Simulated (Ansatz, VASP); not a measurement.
**Ir4Pt3: VASP beside Ansatz**

```
Ir Pt
1.0
     0.00000    4.41459    4.41459
     4.41459    0.00000    4.41459
     4.41459    4.41459    0.00000
Ir Pt
4 3
Direct
  0.15207 0.15207 0.15207
  0.15207 0.15207 0.54380
  0.15207 0.54380 0.15207
  0.54380 0.15207 0.15207
  0.75000 0.75000 0.75000
  0.00000 0.00000 0.00000
  0.50000 0.50000 0.50000
```

Alike in both runs: functional PBE; k mesh 4 × 4 × 4; occupations gaussian, width 0.2 eV; no spin polarisation.

Ansatz relaxed the structure, and its values are those at the end. VASP's run is a single point on that final structure, the one shown.

|  | VASP | Ansatz |
| --- | --- | --- |
| version | VASP 6.6.1 | Ansatz 0.2.0 |
| potentials or method | VASP PAW PBE potentials, release 64 (Ir, Pt), cutoff 500 eV | scalar-relativistic, plane waves, PAW |
| valence electrons in the cell | 66 | 122 |

```tsv
	VASP	Ansatz	Ansatz less VASP
gap on the k mesh at the Fermi level (eV)	none	none	-
pressure (GPa)	-0.2	-0.1	+0.08
rms of the force components (eV/Å)	0.068	0.000	-0.0684
```

A gap of «none» marks a metal or a gap that the smearing closes. VASP's potentials hold 66 valence electrons a cell and Ansatz's 122, so a difference there can come from the potentials and not from the codes.

Spin-orbit coupling is off throughout.
